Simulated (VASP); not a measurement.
# KPt (P-6m2) in VASP: settings compared, part 2 of 2

VASP 6.6.1. The steps go on from the part before.

**3. Single point, PBE**

INCAR

```
SYSTEM = KPt
  PREC = Accurate
  ENCUT = 520
  EDIFF = 1E-7
  ISMEAR = 0
  SIGMA = 0.05
  LREAL = .FALSE.
  LASPH = .TRUE.
  NELM = 60
  ALGO = Normal
  ISIF = 2
  LWAVE = .FALSE.
  LCHARG = .FALSE.
  GGA = PE
  NBANDS = 16
```

KPOINTS

```
Automatic mesh
0
G
  9 9 5
  0 0 0
```

POSCAR

```
KPt
1.0
    3.0008472788      0.0000000000      0.0000000000
   -1.5004236394      2.5988099763      0.0000000000
    0.0000000000      0.0000000000      5.3455780000
Pt K
1 1
Direct
    0.6666666667      0.3333333333      0.0000000000
    0.0000000000      0.0000000000      0.5000000000
```

Potentials or basis: VASP PAW PBE potentials, release 64 (Pt, K_sv).

On the command line:

```console
cat potpaw_PBE.64/Pt/POTCAR potpaw_PBE.64/K_sv/POTCAR > POTCAR
mpirun -np 1 vasp_std > vasp.out
```

OUTCAR:

```text
SYSTEM = KPt
   PREC = Accurate
   ENCUT = 520
   EDIFF = 1E-7
   ISMEAR = 0
   LREAL = .FALSE.
   LASPH = .TRUE.
   NELM = 60
   ISIF = 2
   GGA = PE

 ion  position               nearest neighbor table
   1  0.667  0.333  0.000-   2 3.19   2 3.19   2 3.19   2 3.19   2 3.19   2 3.19
   2  0.000  0.000  0.500-   1 3.19   1 3.19   1 3.19   1 3.19   1 3.19   1 3.19

  LATTYP: Found a hexagonal cell.
 ALAT       =     3.0008472788
 C/A-ratio  =     1.7813562315

  Lattice vectors:

 A1 = (   3.0008472788,   0.0000000000,   0.0000000000)
 A2 = (  -1.5004236394,   2.5988099763,   0.0000000000)
 A3 = (   0.0000000000,   0.0000000000,   5.3455780000)

Analysis of symmetry for initial positions (statically):
=====================================================================
 Subroutine PRICEL returns:
 Original cell was already a primitive cell.

 Routine SETGRP: Setting up the symmetry group for a
 hexagonal supercell.

 Subroutine GETGRP returns: Found 12 space group operations
 (whereof 12 operations were pure point group operations)
 out of a pool of 24 trial point group operations.

The static configuration has the point symmetry D_3h.

Analysis of symmetry for dynamics (positions and initial velocities):
=====================================================================
 Subroutine PRICEL returns:
 Original cell was already a primitive cell.

 Routine SETGRP: Setting up the symmetry group for a
 hexagonal supercell.

 Subroutine GETGRP returns: Found 12 space group operations
 (whereof 12 operations were pure point group operations)
 out of a pool of 24 trial point group operations.

The dynamic configuration has the point symmetry D_3h.

 Subroutine INISYM returns: Found 12 space group operations
 (whereof 12 operations are pure point group operations),
 and found     1 'primitive' translations

----------------------------------------------------------------------------------------

[... 111 lines left out ...]
     AMIX     =   0.40;   BMIX     =  1.00
     AMIX_MAG =   1.60;   BMIX_MAG =  1.00
  volume/ion in A,a.u.               =      20.84       140.66
  Fermi-wavevector in a.u.,A,eV,Ry     =   1.259858  2.380787 21.595748  1.587243
  Thomas-Fermi vector in A             =   2.393397
   LORBIT       =      0    0 simple, 1 ext, 2 COOP (PROOUT), +10 PAW based schemes
   GGA     = PE    functional components
   LHFCALC =     F    Hartree Fock is set to
   AEXX    =    0.0000 exact exchange contribution
   IVDW    =     0    specifies the selected vdW correction
   LEPSILON=     F    determine dielectric tensor
   LRPA    =     F    only Hartree local field effects (RPA)
 non-spin polarized calculation
 Gauss-broadening in eV      SIGMA  =   0.05
  energy-cutoff  :      520.00
  volume of cell :       41.69
 maximum number of plane-waves:      1147
 NGX is ok and might be reduce to    24
   NGX = 11   NGY = 11   NGZ = 19

 number of electron      19.0000002 magnetization

 Free energy of the ion-electron system (eV)
  ---------------------------------------------------
  ext. energy  EPLUGINS =         0.00000000
  ---------------------------------------------------
  free energy    TOTEN  =        -6.59195772 eV

  energy without entropy =       -6.58943411  energy(sigma->0) =       -6.59069592

 E-fermi :   5.4916     XC(G=0): -10.6152

 val. band max:        5.4847021793   @ k =   0.4444  -0.0000   0.0000
 cond. band min:       5.4993348154   @ k =   0.4444  -0.0000   0.2000
 fundamental gap:      0.0146326361
 Fermi energy:         5.4916277880

 k-point     1 :       0.0000    0.0000    0.0000
  band No.  band energies     occupation
      1     -26.8219      2.00000
      2     -10.0866      2.00000
      3      -9.1888      2.00000
      4      -9.1888      2.00000
      5      -0.9419      2.00000
      6       2.1822      2.00000
[... 433 lines left out ...]
      3     -10.7484      2.00000
      4      -9.5370      2.00000
      5       2.6649      2.00000
      6       2.8128      2.00000
[... 8 lines left out ...]
     15      12.2858      0.00000
     16      13.3797      0.00000

 [... further k-points ...]

------------------------ aborting loop because EDIFF is reached ----------------------------------------

  FORCE on cell =-STRESS in cart. coord.  units (eV):
  Direction    XX          YY          ZZ          XY          YZ          ZX
  --------------------------------------------------------------------------------------
  -------------------------------------------------------------------------------------
  Total        0.0771113      0.0771113      0.3362569     -0.0000000      0.0000000      0.0000000
  in kB        2.9635707      2.9635707     12.9231576     -0.0000000      0.0000000      0.0000000
  external PRESSURE =       6.2834330 kB  Pullay stress =       0.0000000 kB

 VOLUME and BASIS-vectors are now :
 -----------------------------------------------------------------------------
  energy-cutoff  :      520.00
  volume of cell :       41.69
      direct lattice vectors                 reciprocal lattice vectors
     3.000847279  0.000000000  0.000000000     0.333239218  0.192395752  0.000000000
    -1.500423639  2.598809976  0.000000000     0.000000000  0.384791504  0.000000000
     0.000000000  0.000000000  5.345578000     0.000000000  0.000000000  0.187070509

 POSITION                                       TOTAL-FORCE (eV/Angst)
 -----------------------------------------------------------------------------------
      1.50042      0.86627      0.00000         0.000000      0.000000      0.000000
      0.00000      0.00000      2.67279        -0.000000     -0.000000      0.000000
 -----------------------------------------------------------------------------------
    total drift:                               -0.000000      0.000000      0.000000

  FREE ENERGIE OF THE ION-ELECTRON SYSTEM (eV)
  ---------------------------------------------------
  free  energy   TOTEN  =        -6.5919577243 eV

  energy  without entropy=       -6.5894341075  energy(sigma->0) =       -6.59069592
```

OSZICAR:

```text
N       E                     dE             d eps       ncg     rms          rms(c)
DAV:   1     0.115655624661E+03    0.11566E+03   -0.92887E+03  1152   0.109E+03
DAV:   2    -0.242527766560E+01   -0.11808E+03   -0.11151E+03  1424   0.289E+02
DAV:   3    -0.692784685994E+01   -0.45026E+01   -0.44750E+01  1944   0.446E+01
DAV:   4    -0.697036619116E+01   -0.42519E-01   -0.42516E-01  1400   0.368E+00
DAV:   5    -0.697148448107E+01   -0.11183E-02   -0.11183E-02  1696   0.414E-01    0.906E+00
DAV:   6    -0.669098209892E+01    0.28050E+00   -0.12152E+00  1168   0.613E+00    0.421E+00
DAV:   7    -0.661177401986E+01    0.79208E-01   -0.15848E-01  1360   0.256E+00    0.361E+00
DAV:   8    -0.659295708562E+01    0.18817E-01   -0.11137E-01  1512   0.205E+00    0.835E-01
DAV:   9    -0.659269142830E+01    0.26566E-03   -0.87144E-03  1336   0.777E-01    0.211E-01
DAV:  10    -0.659198006862E+01    0.71136E-03   -0.23467E-03  1400   0.309E-01    0.102E-01
DAV:  11    -0.659196022158E+01    0.19847E-04   -0.27925E-04  1288   0.112E-01    0.308E-02
DAV:  12    -0.659195765407E+01    0.25675E-05   -0.23248E-05  1496   0.401E-02    0.387E-03
DAV:  13    -0.659195784013E+01   -0.18606E-06   -0.74814E-07  1320   0.679E-03    0.131E-03
DAV:  14    -0.659195773425E+01    0.10587E-06   -0.70069E-08  1224   0.205E-03    0.355E-04
DAV:  15    -0.659195772435E+01    0.99053E-08   -0.86575E-09   680   0.716E-04
   1 F= -.65919577E+01 E0= -.65906959E+01  d E =-.252362E-02
```

It took 16 s on 1 thread of Intel Xeon Platinum 8375C at 2.90GHz (Ice Lake), shared host; peak memory 0.17 GiB.

Results:

| Item | Value |
| --- | --- |
| Free energy | -6.5920 eV |
| Pressure | 0.6 GPa |

Caveat: spin-orbit coupling is left out, which moves the levels of the heavy elements.

**4. Single point, r2SCAN**

POSCAR is that of step 3.

INCAR.step1

```
SYSTEM = KPt
  ALGO = Normal
  EDIFF = 1E-4
  ENCUT = 520
  GGA = PE
  ISMEAR = 1
  LASPH = .True.
  LCHARG = .False.
  LREAL = .False.
  LWAVE = .True.
  NBANDS = 16
  NELM = 80
  PREC = Accurate
  SIGMA = 0.1
```

INCAR.step2

```
SYSTEM = KPt
  ALGO = Normal
  EDIFF = 1E-6
  ENCUT = 520
  ISIF = 2
  ISMEAR = 1
  ISTART = 1
  LASPH = .True.
  LCHARG = .False.
  LMIXTAU = .True.
  LREAL = .False.
  LWAVE = .False.
  METAGGA = R2SCAN
  NBANDS = 16
  NELM = 80
  PREC = Accurate
  SIGMA = 0.1
```

KPOINTS

```
k-points
0
Gamma
  7 7 4
  0 0 0
```

On the command line:

```console
cat potpaw_PBE.64/Pt/POTCAR potpaw_PBE.64/K_sv/POTCAR > POTCAR
cp INCAR.step1 INCAR
mpirun -np 1 vasp_std > vasp.out
cp INCAR.step2 INCAR
mpirun -np 1 vasp_std > vasp.out
```

It took 35 s on 1 thread of Intel Xeon Platinum 8375C at 2.90GHz (Ice Lake), shared host; peak memory 0.18 GiB.

The run converged. Its results:

| Quantity | Value |
| --- | --- |
| Free energy | -57.0521 eV |
| Pressure | -2.4 GPa |

Stress tensor (GPa, compression positive):
```
-2.61  0.00  0.00
 0.00 -2.61  0.00
 0.00  0.00 -2.08
```

Levels at points of the mesh, in eV from the Fermi level:
```
           k point  band 6  band 7  band 8  band 9  band 10  band 11  band 12  band 13  band 14  band 15
(0.00, 0.00, 0.00)   -3.58   -2.56   -2.56   -1.26    -1.26     1.63     2.05     5.72     5.72     9.24
(0.00, 0.00, 0.50)   -2.81   -2.58   -2.58   -1.31    -1.26    -1.26     2.95     5.86     5.86     9.23
```

Caveat: the PAW data sets were made with another functional, which shifts forces and pressure a little; spin-orbit coupling is left out, which moves the levels of the heavy elements.

**5. Single point, r2SCAN**

POSCAR is that of step 4.

INCAR.step1

```
PREC = Accurate
ENCUT = 520
ISMEAR = 1
SIGMA = 0.1
LREAL = False
LASPH = True
NELM = 100
NBANDS = 16
GGA = PE
ALGO = Normal
EDIFF = 1E-4
LWAVE = True
LCHARG = False
```

INCAR.step2

```
PREC = Accurate
ENCUT = 520
EDIFF = 1E-7
ISMEAR = 1
SIGMA = 0.1
LREAL = False
LASPH = True
NELM = 100
ALGO = Normal
ISIF = 2
LWAVE = False
LCHARG = True
METAGGA = R2SCAN
LMIXTAU = True
LELF = True
LVHAR = True
NBANDS = 16
ISTART = 1
```

KPOINTS

```
Automatic mesh
0
Gamma
  9 9 5
```

On the command line:

```console
cat potpaw_PBE.64/Pt/POTCAR potpaw_PBE.64/K_sv/POTCAR > POTCAR
cp INCAR.step1 INCAR
mpirun -np 1 vasp_std > vasp.out
cp INCAR.step2 INCAR
mpirun -np 1 vasp_std > vasp.out
```

Wall time 64 s (1 thread of Intel Xeon Platinum 8375C at 2.90GHz (Ice Lake), shared host); peak memory 0.18 GiB.

Results (log left out):

* Free energy: -57.1085 eV
* Pressure: -1.8 GPa

Stress tensor (GPa, compression positive):
```
-2.06  0.00  0.00
 0.00 -2.06  0.00
 0.00  0.00 -1.23
```

Levels at points of the mesh, in eV from the Fermi level:
```tsv
k point	band 5	band 6	band 7	band 8	band 9	band 10	band 11	band 12	band 13	band 14
(0.00, 0.00, 0.00)	-6.73	-3.49	-2.48	-2.48	-1.17	-1.17	1.70	2.14	5.81	5.81
```

Caveat: the PAW data sets were made with another functional, which shifts forces and pressure a little; spin-orbit coupling is left out, which moves the levels of the heavy elements.

**6. Summary**

| level | k mesh | smearing | gap on the mesh (eV) | pressure (GPa) |
| --- | --- | --- | --- | --- |
| PBE | 7 × 7 × 4 | gaussian 0.05 eV | none | 0.3 |
| PBE | 9 × 9 × 5 | gaussian 0.05 eV | none | 0.6 |
| r2SCAN | 7 × 7 × 4 | methfessel-paxton 0.1 eV | none | -2.4 |
| r2SCAN | 9 × 9 × 5 | methfessel-paxton 0.1 eV | none | -1.8 |

Alike in all rows: task single point; potentials or basis VASP PAW PBE potentials, release 64 (Pt, K_sv); no spin polarisation; cell as given; cutoff (eV) 520.

Every run on the cell as given and a fine mesh finds a metal. The pressure there spans -2.4 GPa (r2SCAN) to 0.6 GPa (PBE); a positive pressure means that this level wants a larger cell, a negative one a smaller.

Caveats: spin-orbit coupling is left out, which moves the levels of the heavy elements; the PAW data sets were made with another functional, which shifts forces and pressure a little (some runs).

Absolute energies hang on the potentials; compare differences alone.
